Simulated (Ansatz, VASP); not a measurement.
BeTe in VASP and in Ansatz

INCAR

```
ALGO     = Normal         # electronic algorithm
EDIFF    = 1E-6           # SCF threshold, eV
ENCUT    = 600            # plane-wave cutoff, eV
GGA      = PE             # functional
GGA_COMPAT= F            
ISIF     = 2              # what is computed and relaxed
ISMEAR   = 0              # smearing method
LASPH    = T              # aspherical terms in the spheres
LCHARG   = T              # write CHGCAR
LELF     = T              # ELF
LREAL    = F              # projectors in reciprocal space
LVHAR    = T            
LWAVE    = F              # write WAVECAR
NBANDS   = 11             # bands
NELM     = 120            # most SCF steps
PREC     = Accurate       # precision mode
SIGMA    = 0.02           # smearing width, eV
```

The input KPOINTS:

```
k-points
0
Gamma
  10 10 10
```

POSCAR

```
BeTe
1.0
    0.0000000000      2.6815534200      2.6815534200
    2.6815534200      0.0000000000      2.6815534200
    2.6815534200      2.6815534200      0.0000000000
Be Te
1 1
Direct
    0.0000000000      0.0000000000      0.0000000000
    0.7500000000      0.7500000000      0.7500000000
```

Input for Ansatz:

```yaml
crystal:
  lattice:
    - [0.0, 2.68155342, 2.68155342]
    - [2.68155342, 0.0, 2.68155342]
    - [2.68155342, 2.68155342, 0.0]
  atoms:
    - { symbol: Be, position: [0.0, 0.0, 0.0] }
    - { symbol: Te, position: [0.75, 0.75, 0.75] }
basis:
  ecutwfc: 420
kpoints:
  mp_grid: { grid: [10, 10, 10] }
hamiltonian:
  xc: pbe
scf:
  occupations: { method: gaussian, width: 0.02 }
output:
  forces: true
  stress: true
  eigenvalues: true
  populations: true
```

Alike in both runs: task single point; functional PBE; k mesh 10 × 10 × 10; occupations gaussian, width 0.02 eV; no spin polarisation.

|  | VASP | Ansatz |
| --- | --- | --- |
| version | VASP 6.6.1 | Ansatz 0.2.0 |
| potentials or method | VASP PAW PBE potentials, release 64 (Be, Te), cutoff 600 eV | scalar-relativistic, plane waves, PAW |
| valence electrons in the cell | 8 | 18 |

Ansatz gave:

- gap on the k mesh at the Fermi level (eV): 1.59
- least direct gap on the mesh (eV): 3.48
- pressure (GPa): 12.8

**Question.** Estimate VASP's values.

**Answer.** gap on the k mesh at the Fermi level (eV): 1.57; least direct gap on the mesh (eV): 3.45; pressure (GPa): 13.1.

With one functional, cell and mesh, what is left measures potentials, basis and numerics. VASP's potentials hold 8 valence electrons a cell and Ansatz's 18, so a difference there can come from the potentials and not from the codes.

Neither program's run includes spin-orbit coupling.
